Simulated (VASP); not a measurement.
Write the native input for VASP 6.6.1 that does the following.

```
Task                   : single point
Functional             : PBE
Potentials or basis    : VASP PAW PBE potentials, release 64 (Co_sv)
Cutoff                 : 690 eV
k mesh                 : 10 × 10 × 14
Occupations            : fermi-dirac, width 0.05 eV
Spin                   : collinear spin, ferromagnetic start
Starting moments       : [1.7, 1.7, 1.7] μB
Dipole correction      : no
Further INCAR settings : ALGO = Normal; EDIFF = 1e-06; NBANDS = 36
```

The structure of Co lies in POSCAR:

```
Co
1.0
    3.6313356630      0.0000000000      0.0000000000
   -1.8156678315      3.1448289338      0.0000000000
    0.0000000000      0.0000000000      2.2067168637
Co
3
Direct
    0.0000000000      0.0000000000      0.0000000000
    0.3333333333      0.6666666667      0.5000000000
    0.6666666667      0.3333333333      0.5000000000
```

This isn't the form of Co at room conditions, which is hcp.

The input as run:

INCAR

```
PREC     = Accurate       # precision mode
ENCUT    = 690            # plane-wave cutoff, eV
EDIFF    = 1E-6           # SCF threshold, eV
ISMEAR   = -1             # smearing method
SIGMA    = 0.05           # smearing width, eV
LREAL    = False          # projectors in reciprocal space
LASPH    = True           # aspherical terms in the spheres
NELM     = 200            # most SCF steps
ALGO     = Normal         # electronic algorithm
ISIF     = 2              # what is computed and relaxed
LWAVE    = False          # write WAVECAR
LCHARG   = True           # write CHGCAR
ISPIN    = 2              # spin polarisation
MAGMOM   = 1.7 1.7 1.7    # initial moments
LORBIT   = 11             # projections on sites
LMAXMIX  = 4              # l up to which the mixer works
GGA      = PE             # functional
LELF     = True           # ELF
LVHAR    = True         
NBANDS   = 36             # bands
GGA_COMPAT= False
```

KPOINTS

```
regular mesh
0
Gamma
  10 10 14
```

Potentials or basis: VASP PAW PBE potentials, release 64 (Co_sv).

Run with:

```console
$ cat potpaw_PBE.64/Co_sv/POTCAR > POTCAR
$ mpirun -np 1 vasp_std > vasp.out
```

It gave:

```json
{
  "Pressure": "103.7 GPa",
  "Net moment": "4.02 μB per cell",
  "Site moments": "Co +1.45, +1.33 (each value once) μB",
  "Valence electrons inside the program's atomic spheres": "Co 15.29, 15.36 (each value once)"
}
```

Caveat: the cell stands under pressure.

Wall time 3.8 min on 1 thread of Intel(R) Xeon(R) Platinum 8375C CPU @ 2.90GHz (Ice Lake), with other jobs on the host, peak memory 0.31 GiB.
